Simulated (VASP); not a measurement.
A run of VASP 6.6.1:

The input POSCAR:

```
Ir
1.0
    0.0000000000      1.9228496764      1.9228496764
    1.9228496764      0.0000000000      1.9228496764
    1.9228496764      1.9228496764      0.0000000000
Ir
1
Direct
    0.0000000000      0.0000000000      0.0000000000
```

Contents of INCAR.step1:

```
ALGO = Normal ; EDIFF = 1E-5
ENCUT = 550 ; GGA = PE
GGA_COMPAT = F ; ISMEAR = -1
LASPH = T ; LCHARG = F
LREAL = F ; LWAVE = T
NBANDS = 14 ; NELM = 120
PREC = Accurate ; SIGMA = 0.03
```

Contents of INCAR.step2:

```
ALGO = Normal ; EDIFF = 1E-6
ENCUT = 550 ; GGA_COMPAT = F
ISIF = 2 ; ISMEAR = -1
ISTART = 1 ; LASPH = T
LCHARG = F ; LMIXTAU = T
LREAL = F ; LWAVE = F
METAGGA = R2SCAN ; NBANDS = 14
NELM = 120 ; PREC = Accurate
SIGMA = 0.03
```

Contents of KPOINTS:

```
k-points
0
Gamma
  14 14 14
```

Potentials or basis: VASP PAW PBE potentials, release 64 (Ir_sv_GW).

Command:

```sh
$ cat potpaw_PBE.64/Ir_sv_GW/POTCAR > POTCAR
$ cp INCAR.step1 INCAR
$ mpirun -np 1 vasp_std > vasp.out
$ cp INCAR.step2 INCAR
$ mpirun -np 1 vasp_std > vasp.out
```

Hardware: 1 thread of Intel(R) Xeon(R) Platinum 8488C (Sapphire Rapids), on a shared host.

**Question.** Estimate the wall time of this run.

**Answer.** Run time: 71 s on 1 thread of Intel(R) Xeon(R) Platinum 8488C (Sapphire Rapids) (shared host), peak memory 0.16 GiB. Counts: k points 104.
